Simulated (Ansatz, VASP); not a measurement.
**Two plane-wave programs on KZnF3**

The input INCAR:

```
SYSTEM = KZnF3
ALGO = Normal ; EDIFF = 1E-6
ENCUT = 520 ; ISIF = 2
ISMEAR = 0 ; LASPH = .TRUE.
LCHARG = .FALSE. ; LREAL = .FALSE.
LWAVE = .FALSE. ; NBANDS = 29
NELM = 60 ; PREC = Accurate
SIGMA = 0.05
```

File KPOINTS:

```
k-points
0
G
  6 6 6
  0 0 0
```

File POSCAR:

```
KZnF3
1.0
    4.0500000000      0.0000000000      0.0000000000
    0.0000000000      4.0500000000      0.0151875000
    0.0000000000      0.0151875000      4.0500000000
K Zn F
1 1 3
Direct
    0.0000000000      0.0000000000      0.0000000000
    0.5000000000      0.5000000000      0.5000000000
    0.5000000000      0.5000000000      0.0000000000
    0.0000000000      0.5000000000      0.5000000000
    0.5000000000      0.0000000000      0.5000000000
```

Input for Ansatz:

```yaml
crystal:
  lattice:
    - [4.05, 0.0, 0.0]
    - [0.0, 4.05, 0.0151875]
    - [0.0, 0.0151875, 4.05]
  atoms:
    - { symbol: K, position: [0.0, 0.0, 0.0] }
    - { symbol: Zn, position: [0.5, 0.5, 0.5] }
    - { symbol: F, position: [0.5, 0.5, 0.0] }
    - { symbol: F, position: [0.0, 0.5, 0.5] }
    - { symbol: F, position: [0.5, 0.0, 0.5] }
basis:
  ecutwfc: 420
kpoints:
  mp_grid: { grid: [6, 6, 6] }
hamiltonian:
  xc: lda
scf:
  occupations: { method: gaussian, width: 0.05 }
output:
  forces: true
  stress: true
  eigenvalues: true
```

Change from the starting cell: strain +0.0075 x Voigt [0, 0, 0, 1, 0, 0], atoms carried along.

Alike in both runs: task single point; functional LDA; k mesh 6 × 6 × 6; occupations gaussian, width 0.05 eV; no spin polarisation.

|  | VASP | Ansatz |
| --- | --- | --- |
| version | VASP 6.6.1 | Ansatz 0.2.0 |
| potentials or method | VASP PAW LDA potentials, release 64 (K_sv, Zn, F), cutoff 520 eV | scalar-relativistic, plane waves, PAW |
| valence electrons in the cell | 42 | 42 |

|  | VASP | Ansatz | Ansatz less VASP |
| --- | --- | --- | --- |
| gap on the k mesh at the Fermi level (eV) | 3.59 | 3.63 | +0.039 |
| least direct gap on the mesh (eV) | 5.38 | 5.41 | +0.024 |
| pressure (GPa) | -4.4 | -4.8 | -0.44 |
| traceless stress, the component that is largest in VASP (GPa) | -0.25 | -0.25 | -0.001 |

LDA's correlation is that of Perdew and Zunger in VASP and of Perdew and Wang (1992) in Ansatz.
